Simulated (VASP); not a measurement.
Wanted: the native input for a VASP 6.6.1 run.

* Task: single point
* Functional: PBE
* Potentials or basis: VASP PAW PBE potentials, release 64 (Fe)
* Cutoff: 520 eV
* k mesh: 20 × 20 × 20
* Occupations: gaussian, width 0.1 eV
* Spin: collinear spin, ferromagnetic start
* Starting moments: [2.26] μB
* Dipole correction: no
* Further INCAR settings: ALGO = Normal; EDIFF = 1e-06; NBANDS = 14

The structure of Fe lies in POSCAR:

```
Fe
1.0
   -1.4157423091      1.4157423091      1.4157453697
    1.4157423091     -1.4157423091      1.4157453697
    1.4157423091      1.4157423091     -1.4157453697
Fe
1
Direct
    0.5000000000      0.5000000000      0.0000000000
```

One way to write it, as run:

INCAR

```
SYSTEM = Fe
  PREC = Accurate
  ENCUT = 520
  EDIFF = 1E-6
  ISMEAR = 0
  SIGMA = 0.1
  LREAL = .FALSE.
  LASPH = .TRUE.
  NELM = 150
  ALGO = Normal
  ISIF = 2
  LWAVE = .FALSE.
  LCHARG = .FALSE.
  ISPIN = 2
  MAGMOM = 2.26
  LORBIT = 11
  LMAXMIX = 4
  GGA = PE
  NBANDS = 14
```

KPOINTS

```
regular mesh
0
G
  20 20 20
  0 0 0
```

Potentials or basis: VASP PAW PBE potentials, release 64 (Fe).

Command:

```bash
$ cat potpaw_PBE.64/Fe/POTCAR > POTCAR
$ mpirun -np 1 vasp_std > vasp.out
```

It gave:

The pressure is 0.2 GPa, the net moment is 2.20 μB per cell and the site moments are Fe +2.19 μB. The valence electrons inside the program's atomic spheres are Fe 7.27.

It took 51 s on 1 thread of AMD EPYC 7R13 Processor (Zen 3), on a shared host, peak memory 0.14 GiB.
